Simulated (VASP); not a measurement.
# KTaO3: single point with PBEsol

The system is KTaO3.

```
K Ta O
1.0
     3.75901    0.00000    0.00000
     0.00000    3.75901    0.00000
     0.00000    0.00000    4.24092
K Ta O
1 1 3
Direct
  0.50000 0.50000 0.50000
  0.00000 0.00000 0.00000
  0.50000 0.00000 0.00000
  0.00000 0.50000 0.00000
  0.00000 0.00000 0.50000
```

This cell differs from its parent crystal: volume 11.985 Å^3 an atom, c/a of the conventional cell 1.1282.

```json
{"Program": "VASP 6.6.1", "Task": "single point", "Functional": "PBEsol", "Potentials or basis": "VASP PAW PBE potentials, release 64 (K_sv, Ta_pv, O)", "Cutoff": "520 eV", "k mesh": "8 × 8 × 8", "Occupations": "gaussian, width 0.05 eV", "Spin": "no spin polarisation"}
```

| Property | Result |
| --- | --- |
| Pressure | 20.0 GPa |
| Band gap on the k mesh | 2.02 eV, indirect (least direct gap 2.42 eV) |

Stress tensor (GPa, compression positive):
```
 36.98   0.00   0.00
  0.00  36.98   0.00
  0.00   0.00 -14.09
```

Levels at points of the mesh, in eV from the valence-band top:
| k point | band 17 | band 18 | band 19 | band 20 | band 21 | band 22 |
| --- | --- | --- | --- | --- | --- | --- |
| (0.00, 0.00, 0.00) | -0.75 | -0.40 | -0.40 | 2.02 | 2.02 | 2.18 |
| (0.50, 0.00, 0.00) | -1.49 | -0.95 | -0.70 | 2.27 | 5.83 | 5.83 |
| (0.50, 0.50, 0.00) | -0.82 | -0.82 | -0.24 | 5.88 | 5.88 | 6.31 |
| (0.00, 0.00, 0.50) | -1.64 | -1.00 | -1.00 | 2.27 | 4.25 | 4.25 |
| (0.50, 0.00, 0.50) | -2.08 | -1.53 | -0.22 | 4.32 | 5.84 | 6.53 |
| (0.50, 0.50, 0.50) | -0.23 | 0.00 | 0.00 | 6.73 | 6.73 | 7.69 |

Run time: 84 s on 1 thread of Intel(R) Xeon(R) Platinum 8375C CPU @ 2.90GHz (Ice Lake), on a shared host, peak memory 0.24 GiB.

Caveat: the PAW data sets were made with another functional, which shifts forces and pressure a little; spin-orbit coupling is left out, which moves the levels of the heavy elements. A k mesh can miss the band edges.
